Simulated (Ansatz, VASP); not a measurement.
**Tl: VASP beside Ansatz**

```
CELL_PARAMETERS angstrom
3.28479 0.00000 0.00000
-1.64240 2.84472 0.00000
0.00000 0.00000 3.10940
ATOMIC_POSITIONS crystal
Tl 0.00000 0.00000 0.00000
```

Change from the starting cell: volume scaled by 0.88, LAPW.

Alike in both runs: task single point; functional PBE; k mesh 14 × 14 × 13; occupations fermi-dirac, width 0.1 eV; no spin polarisation.

```csv
,VASP,Ansatz
version,VASP 6.6.1,Ansatz 0.2.0
potentials or method,"VASP PAW PBE potentials, release 64 (Tl_d), cutoff 520 eV","all-electron LAPW, scalar-relativistic"
```

VASP gave:

| Quantity | Value |
| --- | --- |
| pressure (GPa) | 4.1 |

Which values does Ansatz return?

Pressure (GPa): 4.2.

Ansatz ran all-electron here, and VASP with PAW potentials.

Spin-orbit coupling is off throughout.
